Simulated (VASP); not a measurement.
# AlGa3N4: single point with LDA

The system is AlGa3N4.

```xyz
8
Lattice="4.4891 -0.1341 -0.1341 -0.1341 4.4891 -0.1341 -0.1341 -0.1341 4.4891" Properties=species:S:1:pos:R:3 pbc="T T T"
Al    0.0000    0.0000    0.0000
Ga    2.1775    2.1775   -0.1341
Ga    2.1775   -0.1341    2.1775
Ga   -0.1341    2.1775    2.1775
N     3.2543    3.2543    0.8983
N     3.2543    0.8983    3.2543
N     0.8983    3.2543    3.2543
N     1.0349    1.0349    1.0349
```

- Program: VASP 6.6.1
- Task: single point
- Functional: LDA
- Potentials or basis: VASP PAW LDA potentials, release 64 (Al, Ga_d, N)
- Cutoff: 520 eV
- k mesh: 6 × 6 × 6
- Occupations: gaussian, width 0.05 eV
- Spin: no spin polarisation

| Property | Result |
| --- | --- |
| Pressure | -4.2 GPa |
| Largest force | 1.265 eV/Å |
| Band gap on the k mesh | 1.95 eV |

Forces on the atoms (eV/Å):
```
Al  -0.690 -0.690 -0.690
Ga  -0.717 -0.717 -0.642
Ga  -0.717 -0.642 -0.717
Ga  -0.642 -0.717 -0.717
N    0.714  0.714  0.607
N    0.714  0.607  0.714
N    0.607  0.714  0.714
N    0.731  0.731  0.731
```

Stress tensor (GPa, compression positive):
```
-4.18 12.63 12.63
12.63 -4.18 12.63
12.63 12.63 -4.18
```

Levels at points of the mesh, in eV from the valence-band top:
```csv
k point,band 29,band 30,band 31,band 32,band 33,band 34
"(0.00, 0.00, 0.00)",-0.27,-0.27,0.00,1.95,3.05,3.06
"(0.50, 0.00, 0.00)",-1.65,-1.37,-1.09,4.49,4.57,5.78
"(0.50, 0.50, 0.00)",-1.20,-0.94,-0.71,5.97,6.10,6.45
"(0.50, 0.50, 0.50)",-0.72,-0.71,-0.71,4.07,4.80,4.80
```

Run time: 2.1 min on 1 thread of Intel Xeon 8259CL, on a shared host, peak memory 0.23 GiB.

Caveat: the cell stands under tension; forces of over 1 eV/Å act on the atoms, so gaps and moduli don't describe the material at rest.
